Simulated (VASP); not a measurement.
Wanted: the native input for a VASP 6.6.1 run.

* Task: single point
* Functional: PBEsol
* Potentials or basis: VASP PAW PBE potentials, release 64 (Na_pv)
* Cutoff: 400 eV
* k mesh: 6 × 6 × 4
* Occupations: gaussian, width 0.1 eV
* Spin: no spin polarisation
* Dipole correction: no
* Further INCAR settings: ALGO = Normal; EDIFF = 1e-06; NBANDS = 10

The structure of Na lies in POSCAR:

```
Na
1.0
    3.9931480000      0.0000000000      0.0000000000
    0.0000000000      3.9931480000      0.0000000000
    0.0000000000      0.0000000000      7.3214610000
Na
1
Direct
    0.0000000000      0.0000000000      0.0313840000
```

The input as run:

INCAR

```
PREC = Accurate ; ENCUT = 400
EDIFF = 1E-6 ; ISMEAR = 0
SIGMA = 0.1 ; LREAL = False
LASPH = True ; NELM = 120
ALGO = Normal ; ISIF = 2
LWAVE = False ; LCHARG = True
GGA = PS ; LELF = True
LVHAR = True ; NBANDS = 10
GGA_COMPAT = False
```

KPOINTS

```
regular mesh
0
Gamma
  6 6 4
```

Potentials or basis: VASP PAW PBE potentials, release 64 (Na_pv).

Launch:

```bash
$ cat potpaw_PBE.64/Na_pv/POTCAR > POTCAR
$ mpirun -np 1 vasp_std > vasp.out
```

Results of the run:

```json
{
 "Pressure": "-0.6 GPa",
 "Band gap on the k mesh": "zero (an odd number of electrons rules out a gap without spin polarisation)"
}
```

Caveat: the PAW data sets were made with another functional, which shifts forces and pressure a little.

It took 18 s on 1 thread of AMD EPYC 7R43 64-Core Processor (Zen 3), on a shared host, peak memory 0.14 GiB.
